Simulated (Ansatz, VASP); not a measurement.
**Al2Cu: VASP beside Ansatz**

INCAR

```
SYSTEM = Al2Cu
PREC = Accurate
ENCUT = 520
EDIFF = 1E-6
ISMEAR = 0
SIGMA = 0.15
LREAL = .False.
LASPH = .True.
NELM = 100
ALGO = Fast
ISIF = 2
LWAVE = .False.
LCHARG = .False.
GGA = PE
NBANDS = 26
```

Contents of KPOINTS:

```
Automatic mesh
0
Gamma
  10 10 10
  0 0 0
```

POSCAR

```
Al2Cu
1.0
   -2.9353500000      2.9353500000      2.4657000000
    2.9353500000     -2.9353500000      2.4657000000
    2.9353500000      2.9353500000     -2.4657000000
Al Cu
4 2
Direct
    0.1587211657      0.6587211657      0.8174423314
    0.6587211657      0.8412788343      0.5000000000
    0.8412788343      0.3412788343      0.1825576686
    0.3412788343      0.1587211657      0.5000000000
    0.7500000000      0.7500000000      0.0000000000
    0.2500000000      0.2500000000      0.0000000000
```

Input for Ansatz:

```yaml
crystal:
  lattice:
    - [-2.93535, 2.93535, 2.4657]
    - [2.93535, -2.93535, 2.4657]
    - [2.93535, 2.93535, -2.4657]
  atoms:
    - { symbol: Al, position: [0.1587211657, 0.6587211657, 0.8174423314] }
    - { symbol: Al, position: [0.6587211657, 0.8412788343, 0.5] }
    - { symbol: Al, position: [0.8412788343, 0.3412788343, 0.1825576686] }
    - { symbol: Al, position: [0.3412788343, 0.1587211657, 0.5] }
    - { symbol: Cu, position: [0.75, 0.75, 0.0] }
    - { symbol: Cu, position: [0.25, 0.25, 0.0] }
basis:
  ecutwfc: 520.0
kpoints:
  mp_grid: { grid: [10, 10, 10] }
hamiltonian:
  xc: pbe
  pseudopotentials: { kind: paw, azcp: { folder: soft_1 } }
scf:
  occupations: { method: gaussian, width: 0.15 }
output:
  forces: true
  stress: true
  eigenvalues: true
```

Alike in both runs: task single point; functional PBE; k mesh 10 × 10 × 10; occupations gaussian, width 0.15 eV; no spin polarisation.

|  | VASP | Ansatz |
| --- | --- | --- |
| version | VASP 6.6.1 | Ansatz 0.2.0 |
| potentials or method | VASP PAW PBE potentials, release 64 (Al, Cu), cutoff 520 eV | scalar-relativistic, plane waves, PAW |
| valence electrons in the cell | 34 | 50 |

|  | VASP | Ansatz | Ansatz less VASP |
| --- | --- | --- | --- |
| gap on the k mesh at the Fermi level (eV) | none | none | - |
| pressure (GPa) | 6.5 | 5.9 | -0.56 |
| traceless stress, the component that is largest in VASP (GPa) | -3.83 | -3.87 | -0.038 |
| rms of the force components (eV/Å) | 0.043 | 0.044 | +0.0013 |

Atom by atom the forces differ by 0.001 eV/Å (rms over components). A gap of «none» marks a metal or a gap that the smearing closes. VASP's potentials hold 34 valence electrons a cell and Ansatz's 50, so a difference there can come from the potentials and not from the codes.
